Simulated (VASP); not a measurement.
# BaHfO3 (Pm-3m) in VASP: a series of runs

Aim: see how the results for BaHfO3 move with the level of theory and the settings. Levels: r2SCAN, PBEsol, PBE. Tasks: single point, relaxation of cell and atoms.

All numbers are computed with VASP 6.6.1; they aren't measurements. Logs are shortened: lines on timing, memory, paths and dates and some standing lists are left out, and cuts for length are marked.

## Step 1: The cell of the first run

Symmetry: Pm-3m, No. 221, cubic system. The conventional cell has a = 4.177 Å, b = 4.177 Å, c = 4.177 Å, α = 90.00°, β = 90.00°, γ = 90.00°. Ba (site symmetry m-3m) has 12 O at 2.95 Å and 8 Hf at 3.62 Å within 3.9 Å. Within 2.8 Å of Hf (site symmetry m-3m) lie 6 O at 2.09 Å. O (site symmetry 4/mmm) has 2 Hf at 2.09 Å within 2.8 Å.

## Step 2: Single point, r2SCAN

POSCAR

```
BaHfO3
1.0
    4.1770472613      0.0000000000      0.0000000000
    0.0000000000      4.1770472613      0.0000000000
    0.0000000000      0.0000000000      4.1770577258
Ba Hf O
1 1 3
Direct
    0.5000000000      0.5000000000      0.5719993980
    0.0000000000      0.0000000000      0.0719993980
    0.0000000000      0.5000000000      0.0719993980
    0.5000000000      0.0000000000      0.0719993980
    0.0000000000      0.0000000000      0.5719993980
```

INCAR.step1

```
PREC = Accurate
ENCUT = 520
ISMEAR = -1
SIGMA = 0.02
LREAL = F
LASPH = T
NELM = 60
NBANDS = 27
GGA = PE
ALGO = Normal
EDIFF = 1E-4
LWAVE = T
LCHARG = F
```

INCAR.step2

```
PREC = Accurate
ENCUT = 520
EDIFF = 1E-7
ISMEAR = -1
SIGMA = 0.02
LREAL = F
LASPH = T
NELM = 60
ALGO = Normal
ISIF = 2
LWAVE = F
LCHARG = F
METAGGA = R2SCAN
LMIXTAU = T
NBANDS = 27
ISTART = 1
```

KPOINTS

```
regular mesh
0
Gamma
  6 6 6
```

Potentials or basis: VASP PAW PBE potentials, release 64 (Ba_sv, Hf_pv, O).

On the command line:

```sh
$ cat potpaw_PBE.64/Ba_sv/POTCAR potpaw_PBE.64/Hf_pv/POTCAR potpaw_PBE.64/O/POTCAR > POTCAR
$ cp INCAR.step1 INCAR
$ mpirun -np 1 vasp_std > vasp.out
$ cp INCAR.step2 INCAR
$ mpirun -np 1 vasp_std > vasp.out
```

OUTCAR:

```text
PREC = Accurate
   ENCUT = 520
   EDIFF = 1E-7
   ISMEAR = -1
   LREAL = F
   LASPH = T
   NELM = 60
   ISIF = 2
   METAGGA = R2SCAN
   ISTART = 1

 ion  position               nearest neighbor table
   1  0.500  0.500  0.572-   5 2.95   5 2.95   5 2.95   5 2.95   4 2.95   4 2.95   4 2.95   4 2.95
                             3 2.95   3 2.95   3 2.95   3 2.95   2 3.62   2 3.62   2 3.62   2 3.62
   2  0.000  0.000  0.072-   3 2.09   4 2.09   3 2.09   4 2.09   5 2.09   5 2.09   1 3.62   1 3.62
                             1 3.62   1 3.62   1 3.62   1 3.62   1 3.62   1 3.62
   3  0.000  0.500  0.072-   2 2.09   2 2.09   1 2.95   1 2.95   1 2.95   1 2.95
   4  0.500  0.000  0.072-   2 2.09   2 2.09   1 2.95   1 2.95   1 2.95   1 2.95
   5  0.000  0.000  0.572-   2 2.09   2 2.09   1 2.95   1 2.95   1 2.95   1 2.95

  LATTYP: Found a simple cubic cell.
 ALAT       =     4.1770472613

  Lattice vectors:

 A1 = (   4.1770472613,   0.0000000000,   0.0000000000)
 A2 = (   0.0000000000,   4.1770472613,   0.0000000000)
 A3 = (   0.0000000000,   0.0000000000,   4.1770577258)

Analysis of symmetry for initial positions (statically):
=====================================================================
 Subroutine PRICEL returns:
 Original cell was already a primitive cell.

 Routine SETGRP: Setting up the symmetry group for a
 simple cubic supercell.

 Subroutine GETGRP returns: Found 48 space group operations
 (whereof  8 operations were pure point group operations)
 out of a pool of 48 trial point group operations.

The static configuration has the point symmetry C_4v.
 The point group associated with its full space group is O_h .

Analysis of symmetry for dynamics (positions and initial velocities):
=====================================================================
 Subroutine PRICEL returns:
 Original cell was already a primitive cell.

 Routine SETGRP: Setting up the symmetry group for a
 simple cubic supercell.

 Subroutine GETGRP returns: Found 48 space group operations
 (whereof  8 operations were pure point group operations)
 out of a pool of 48 trial point group operations.

The dynamic configuration has the point symmetry C_4v.
 The point group associated with its full space group is O_h .

 Subroutine INISYM returns: Found 48 space group operations
 (whereof  8 operations are pure point group operations),
 and found     1 'primitive' translations

----------------------------------------------------------------------------------------

                                     Primitive cell

  volume of cell :      72.8801

  direct lattice vectors                    reciprocal lattice vectors
     4.177047261  0.000000000  0.000000000     0.239403564  0.000000000  0.000000000
     0.000000000  4.177047261  0.000000000     0.000000000  0.239403564  0.000000000
     0.000000000  0.000000000  4.177057726     0.000000000  0.000000000  0.239402964

  length of vectors
     4.177047261  4.177047261  4.177057726     0.239403564  0.239403564  0.239402964

  position of ions in fractional coordinates (direct lattice)
     0.500000000  0.500000000  0.571999398
     0.000000000  0.000000000  0.071999398
     0.000000000  0.500000000  0.071999398
     0.500000000  0.000000000  0.071999398
     0.000000000  0.000000000  0.571999398

  ion indices of the primitive-cell ions
   primitive index   ion index
                 1           1
                 2           2
                 3           3
                 4           4
                 5           5

----------------------------------------------------------------------------------------

 KPOINTS: regular mesh

Automatic generation of k-mesh.
 Grid dimensions read from file:
 generate k-points for:    6    6    6

 Generating k-lattice:

  Cartesian coordinates                     Fractional coordinates (reciprocal lattice)
     0.039900594  0.000000000  0.000000000     0.166666667  0.000000000  0.000000000
     0.000000000  0.039900594  0.000000000     0.000000000  0.166666667  0.000000000
     0.000000000  0.000000000  0.039900494     0.000000000  0.000000000  0.166666667

  Length of vectors
     0.039900594  0.039900594  0.039900494

  Shift w.r.t. Gamma in fractional coordinates (k-lattice)
     0.000000000  0.000000000  0.000000000

 Subroutine IBZKPT returns following result:
 ===========================================

 Found     20 irreducible k-points:

 Following reciprocal coordinates:
            Coordinates               Weight
  0.000000  0.000000  0.000000      1.000000
  0.166667  0.000000  0.000000      6.000000
  0.333333  0.000000  0.000000      6.000000
  0.500000  0.000000  0.000000      3.000000
  0.166667  0.166667  0.000000     12.000000
  0.333333  0.166667  0.000000     24.000000
[... 12 lines left out ...]
  0.500000  0.500000  0.333333      6.000000
  0.500000  0.500000  0.500000      1.000000
   k-points           NKPTS =     20   k-points in BZ     NKDIM =     20   number of bands    NBANDS=     27
   number of dos      NEDOS =    301   number of ions     NIONS =      5
   total plane-waves  NPLWV =  32768
   dimension x,y,z NGX =    32 NGY =   32 NGZ =   32
   dimension x,y,z NGXF=    64 NGYF=   64 NGZF=   64
   ions per type =               1   1   3
   NGX,Y,Z   is equivalent  to a cutoff of  12.74, 12.74, 12.74 a.u.
   NGXF,Y,Z  is equivalent  to a cutoff of  25.47, 25.47, 25.47 a.u.
 SYSTEM =  unknown system
   PREC   = accura    normal or accurate (medium, high low for compatibility)
   ISTART =      1    job   : 0-new  1-cont  2-samecut
   ICHARG =      0    charge: 1-file 2-atom 10-const
   ISPIN  =      1    spin polarized calculation?
   LNONCOLLINEAR =      F non collinear calculations
   LSORBIT =      F    spin-orbit coupling
   LASPH  =      T    aspherical Exc in radial PAW
   ENCUT  =  520.0 eV  38.22 Ry    6.18 a.u.   7.77  7.77  7.77*2*pi/ulx,y,z
   NELM   =     60;   NELMIN=  2; NELMDL=  0     # of ELM steps
   EDIFF  = 0.1E-06   stopping-criterion for ELM
   LREAL  =      F    real-space projection
   EDIFFG = 0.1E-05   stopping-criterion for IOM
   NSW    =      0    number of steps for IOM
   IBRION =     -1    ionic relax: 0-MD 1-quasi-New 2-CG
   NFREE  =      0    steps in history (QN), initial steepest desc. (CG)
   ISIF   =      2    stress and relaxation
   ISYM   =      2    0-nonsym 1-usesym 2-fastsym
   POTIM  = 0.5000    time-step for ionic-motion
   TEBEG  =    0.0;   TEEND  =   0.0 temperature during run
   PSTRESS=    0.0 pullay stress
   NELECT =      38.0000    total number of electrons
   NUPDOWN=      -1.0000    fix difference up-down
   EMIN   =  10.00;   EMAX   =-10.00  energy-range for DOS
   EFERMI =   0.00;   METHOD = LEGACY
   ISMEAR =    -1;   SIGMA  =   0.02  broadening in eV -4-tet -1-fermi 0-gaus
   EFERMI_NEDOS =   21; number of points for ismear=-14 and -15
   IALGO  =     38    algorithm
   IMIX   =      4    mixing-type and parameters
     AMIX     =   0.40;   BMIX     =  1.00
     AMIX_MAG =   1.60;   BMIX_MAG =  1.00
  volume/ion in A,a.u.               =      14.58        98.36
  Fermi-wavevector in a.u.,A,eV,Ry     =   1.317649  2.489995 23.622406  1.736198
  Thomas-Fermi vector in A             =   2.447675
   LORBIT       =      0    0 simple, 1 ext, 2 COOP (PROOUT), +10 PAW based schemes
   METAGGA = R2SCAN    functional components
   LHFCALC =     F    Hartree Fock is set to
   AEXX    =    0.0000 exact exchange contribution
   IVDW    =     0    specifies the selected vdW correction
   LEPSILON=     F    determine dielectric tensor
   LRPA    =     F    only Hartree local field effects (RPA)
 non-spin polarized calculation
  energy-cutoff  :      520.00
  volume of cell :       72.88
 maximum number of plane-waves:      1984
 NGX is ok and might be reduce to    32
   NGX = 15   NGY = 15   NGZ = 15

 number of electron      38.0000004 magnetization

 Free energy of the ion-electron system (eV)
  ---------------------------------------------------
  ext. energy  EPLUGINS =         0.00000000
  ---------------------------------------------------
  free energy    TOTEN  =      -108.00856018 eV

  energy without entropy =     -108.00856018  energy(sigma->0) =     -108.00856018

 E-fermi :   2.5817     XC(G=0): -11.4413

 val. band max:        2.1038776978   @ k =   0.5000   0.5000   0.5000
 cond. band min:       6.2142353313   @ k =   0.0000   0.0000   0.0000
 fundamental gap:      4.1103576335
 Fermi energy:         2.5816971514

 k-point     1 :       0.0000    0.0000    0.0000
  band No.  band energies     occupation
      1     -27.6475      2.00000
      2     -27.6469      2.00000
      3     -27.6469      2.00000
      4     -23.8327      2.00000
      5     -15.5349      2.00000
      6     -15.0358      2.00000
[... 19 lines left out ...]
     26      11.0679      0.00000
     27      11.0687      0.00000

 k-point     2 :       0.1667    0.0000    0.0000
  band No.  band energies     occupation
      1     -27.6840      2.00000
      2     -27.6465      2.00000
      3     -27.6459      2.00000
      4     -23.8134      2.00000
      5     -15.5183      2.00000
      6     -15.0302      2.00000
[... 19 lines left out ...]
     26      11.0693      0.00000
     27      11.1714      0.00000

 k-point     3 :       0.3333    0.0000    0.0000
  band No.  band energies     occupation
      1     -27.7564      2.00000
      2     -27.6445      2.00000
      3     -27.6438      2.00000
      4     -23.7749      2.00000
      5     -15.5825      2.00000
      6     -15.0189      2.00000
[... 19 lines left out ...]
     26      10.6986      0.00000
     27      11.0647      0.00000

 k-point     4 :       0.5000    0.0000    0.0000
  band No.  band energies     occupation
      1     -27.7917      2.00000
      2     -27.6435      2.00000
      3     -27.6428      2.00000
      4     -23.7557      2.00000
      5     -15.6320      2.00000
      6     -15.0131      2.00000
[... 19 lines left out ...]
     26      11.0550      0.00000
     27      11.4081      0.00000

 k-point     5 :       0.1667    0.1667    0.0000
  band No.  band energies     occupation
      1     -27.6839      2.00000
      2     -27.6813      2.00000
      3     -27.6455      2.00000
      4     -23.7969      2.00000
      5     -15.4599      2.00000
      6     -14.9419      2.00000
[... 19 lines left out ...]
     26      11.0691      0.00000
     27      11.4814      0.00000

 k-point     6 :       0.3333    0.1667    0.0000
  band No.  band energies     occupation
      1     -27.7543      2.00000
      2     -27.6798      2.00000
      3     -27.6435      2.00000
      4     -23.7641      2.00000
      5     -15.4668      2.00000
      6     -14.9199      2.00000
[... 324 lines left out ...]
      1     -27.7474      2.00000
      2     -27.7457      2.00000
      3     -27.7454      2.00000
      4     -23.7133      2.00000
      5     -14.7561      2.00000
      6     -14.5191      2.00000
[... 19 lines left out ...]
     26      11.0923      0.00000
     27      11.0924      0.00000

 k-point    18 :       0.5000    0.3333    0.3333
  band No.  band energies     occupation
      1     -27.7800      2.00000
      2     -27.7453      2.00000
      3     -27.7443      2.00000
      4     -23.7036      2.00000
      5     -14.6787      2.00000
      6     -14.4989      2.00000
[... 19 lines left out ...]
     26      11.1078      0.00000
     27      11.7588      0.00000

 k-point    19 :       0.5000    0.5000    0.3333
  band No.  band energies     occupation
      1     -27.7785      2.00000
      2     -27.7785      2.00000
      3     -27.7440      2.00000
      4     -23.6943      2.00000
      5     -14.5648      2.00000
      6     -14.3399      2.00000
[... 19 lines left out ...]
     26      11.3610      0.00000
     27      12.0777      0.00000

 k-point    20 :       0.5000    0.5000    0.5000
  band No.  band energies     occupation
      1     -27.7778      2.00000
      2     -27.7772      2.00000
      3     -27.7772      2.00000
      4     -23.6846      2.00000
      5     -14.3132      2.00000
      6     -14.3132      2.00000
[... 19 lines left out ...]
     26      11.9508      0.00000
     27      11.9509      0.00000

------------------------ aborting loop because EDIFF is reached ----------------------------------------

  FORCE on cell =-STRESS in cart. coord.  units (eV):
  Direction    XX          YY          ZZ          XY          YZ          ZX
  --------------------------------------------------------------------------------------
  -------------------------------------------------------------------------------------
  Total       -0.3351463     -0.3351463     -0.3351479      0.0000000     -0.0000000      0.0000000
  in kB       -7.3677642     -7.3677642     -7.3678011      0.0000000     -0.0000000      0.0000000
  external PRESSURE =      -7.3677765 kB  Pullay stress =       0.0000000 kB

 VOLUME and BASIS-vectors are now :
 -----------------------------------------------------------------------------
  energy-cutoff  :      520.00
  volume of cell :       72.88
      direct lattice vectors                 reciprocal lattice vectors
     4.177047261  0.000000000  0.000000000     0.239403564  0.000000000  0.000000000
     0.000000000  4.177047261  0.000000000     0.000000000  0.239403564  0.000000000
     0.000000000  0.000000000  4.177057726     0.000000000  0.000000000  0.239402964

 POSITION                                       TOTAL-FORCE (eV/Angst)
 -----------------------------------------------------------------------------------
      2.08852      2.08852      2.38927         0.000000      0.000000      0.000000
      0.00000      0.00000      0.30075         0.000000     -0.000000      0.000000
      0.00000      2.08852      0.30075        -0.000000      0.000000      0.000000
      2.08852      0.00000      0.30075         0.000000      0.000000      0.000000
      0.00000      0.00000      2.38927         0.000000     -0.000000     -0.000000
 -----------------------------------------------------------------------------------
    total drift:                                0.000000     -0.000000     -0.000185

  FREE ENERGIE OF THE ION-ELECTRON SYSTEM (eV)
  ---------------------------------------------------
  free  energy   TOTEN  =      -108.0085601788 eV

  energy  without entropy=     -108.0085601788  energy(sigma->0) =     -108.00856018
```

It took 71 s on 1 thread of Intel Xeon Platinum 8559C (Emerald Rapids), shared host; peak memory 0.21 GiB.

Results:

| Item | Value |
| --- | --- |
| Free energy | -108.0086 eV |
| Pressure | -0.7 GPa |
| Band gap on the k mesh | 4.11 eV (least direct gap 4.35 eV) |

Caveat: the PAW data sets were made with another functional, which shifts forces and pressure a little; spin-orbit coupling is left out, which moves the levels of the heavy elements.

## Step 3: Single point, r2SCAN

POSCAR is that of step 2.

INCAR.step1

```
PREC = Accurate
ENCUT = 520
ISMEAR = 0
SIGMA = 0.01
LREAL = False
LASPH = True
NELM = 80
NBANDS = 27
GGA = PE
ALGO = Normal
EDIFF = 1E-4
LWAVE = True
LCHARG = False
```

INCAR.step2

```
PREC = Accurate
ENCUT = 520
EDIFF = 1E-6
ISMEAR = 0
SIGMA = 0.01
LREAL = False
LASPH = True
NELM = 80
ALGO = Normal
ISIF = 2
LWAVE = False
LCHARG = True
METAGGA = R2SCAN
LMIXTAU = True
LELF = True
LVHAR = True
NBANDS = 27
ISTART = 1
```

KPOINTS is that of step 2.

Potentials or basis: VASP PAW PBE potentials, release 64 (Ba_sv, Hf_pv, O).

On the command line:

```sh
$ cat potpaw_PBE.64/Ba_sv/POTCAR potpaw_PBE.64/Hf_pv/POTCAR potpaw_PBE.64/O/POTCAR > POTCAR
$ cp INCAR.step1 INCAR
$ mpirun -np 1 vasp_std > vasp.out
$ cp INCAR.step2 INCAR
$ mpirun -np 1 vasp_std > vasp.out
```

Wall time 70 s (1 thread of Intel Xeon Platinum 8559C (Emerald Rapids), shared host); peak memory 0.21 GiB.

The run converged. Its results:

- Free energy: -108.0086 eV
- Pressure: -0.7 GPa
- Band gap on the k mesh: 4.11 eV (least direct gap 4.35 eV)

Levels at points of the mesh, in eV from the valence-band top:
```csv
k point,band 16,band 17,band 18,band 19,band 20,band 21,band 22,band 23
"(0.00, 0.00, 0.00)",-1.00,-0.24,-0.24,-0.24,4.11,4.11,4.11,5.22
"(0.50, 0.00, 0.00)",-1.72,-1.68,-0.57,-0.57,4.66,6.87,6.87,7.03
"(0.50, 0.50, 0.00)",-1.10,-0.94,-0.94,-0.08,6.78,6.78,7.24,7.45
"(0.50, 0.50, 0.50)",-2.53,0.00,0.00,0.00,6.67,6.67,6.67,8.36
```

Caveat: the PAW data sets were made with another functional, which shifts forces and pressure a little; spin-orbit coupling is left out, which moves the levels of the heavy elements. A k mesh can miss the band edges.

## Step 4: Relaxation of cell and atoms, PBEsol

This run uses another cell than the first one, of 14.88 Å³/atom.

INCAR

```
  PREC = Accurate
  ENCUT = 600
  EDIFF = 1E-6
  ISMEAR = -1
  SIGMA = 0.02
  LREAL = F
  LASPH = T
  NELM = 60
  ALGO = Normal
  ISIF = 3
  LWAVE = F
  LCHARG = F
  GGA = PS
  IBRION = 2
  NSW = 80
  EDIFFG = -0.005
```

KPOINTS is that of step 3.

POSCAR

```
BaHfO3
1.0
    4.2060836815      0.0000000000      0.0000000000
    0.0000000000      4.2060836815      0.0000000000
    0.0000000000      0.0000000000      4.2062413451
Ba Hf O
1 1 3
Direct
    0.5000000000      0.5000000000      0.5719987723
    0.0000000000      0.0000000000      0.0719977533
    0.0000000000      0.5000000000      0.0719987787
    0.5000000000      0.0000000000      0.0719987787
    0.0000000000      0.0000000000      0.5720029071
```

On the command line:

```sh
$ cat potpaw_PBE.64/Ba_sv/POTCAR potpaw_PBE.64/Hf_pv/POTCAR potpaw_PBE.64/O/POTCAR > POTCAR
$ mpirun -np 1 vasp_std > vasp.out
```

It took 2 min on 1 thread of Intel Xeon Platinum 8559C (Emerald Rapids), shared host; peak memory 0.27 GiB.

Results (log left out):

```
Free energy                           : -45.5296 eV
Relaxed volume                        : 14.33 Å³/atom
Relaxed cell                          : a = 4.154 Å, b = 4.154 Å, c = 4.154 Å, α = 90.00°, β = 90.00°, γ = 90.00°
Space group after relaxing (to 0.1 Å) : Pm-3m (No. 221)
Energy gained by relaxing             : 10.8 meV/atom
Ionic steps                           : 3
Pressure after relaxing               : 0.0 GPa
Band gap on the k mesh                : 3.50 eV (least direct gap 3.70 eV)
```

Step by step:
| step | energy change (eV) | largest force (eV/Å) | pressure (GPa) | volume (Å³) |
| --- | --- | --- | --- | --- |
| 1 | 0.0000 | 0.0000 | -6.03 | 74.41 |
| 2 | 0.0244 | 0.0000 | 8.46 | 68.54 |
| 3 | -0.0541 | 0.0000 | -0.01 | 71.67 |

Final structure:
```cif
data_structure
_symmetry_space_group_name_H-M 'P 1'
_symmetry_Int_Tables_number 1
_cell_length_a 4.1537
_cell_length_b 4.1537
_cell_length_c 4.1538
_cell_angle_alpha 90.000
_cell_angle_beta 90.000
_cell_angle_gamma 90.000
_cell_volume 71.67
loop_
_atom_site_label
_atom_site_type_symbol
_atom_site_fract_x
_atom_site_fract_y
_atom_site_fract_z
_atom_site_occupancy
Ba1 Ba 0.50000 0.50000 0.57200 1
Hf1 Hf 0.00000 0.00000 0.07200 1
O1 O 0.00000 0.50000 0.07200 1
O2 O 0.50000 0.00000 0.07200 1
O3 O 0.00000 0.00000 0.57200 1
```

Levels at points of the mesh, in eV from the valence-band top:
| k point | band 16 | band 17 | band 18 | band 19 | band 20 | band 21 | band 22 | band 23 |
| --- | --- | --- | --- | --- | --- | --- | --- | --- |
| (0.00, 0.00, 0.00) | -1.01 | -0.20 | -0.20 | -0.20 | 3.50 | 3.50 | 3.50 | 4.60 |
| (0.50, 0.00, 0.00) | -1.77 | -1.77 | -0.51 | -0.51 | 4.09 | 6.40 | 6.40 | 6.48 |
| (0.50, 0.50, 0.00) | -1.00 | -0.93 | -0.93 | -0.08 | 6.29 | 6.29 | 6.63 | 6.92 |
| (0.00, 0.00, 0.50) | -1.77 | -1.77 | -0.51 | -0.51 | 4.09 | 6.40 | 6.40 | 6.48 |
| (0.50, 0.00, 0.50) | -0.99 | -0.93 | -0.93 | -0.08 | 6.29 | 6.29 | 6.63 | 6.92 |
| (0.50, 0.50, 0.50) | -2.54 | 0.00 | 0.00 | 0.00 | 6.02 | 6.02 | 6.02 | 7.92 |

Caveat: the PAW data sets were made with another functional, which shifts forces and pressure a little; spin-orbit coupling is left out, which moves the levels of the heavy elements. A k mesh can miss the band edges.

(Part 1 of 2 ends here.)
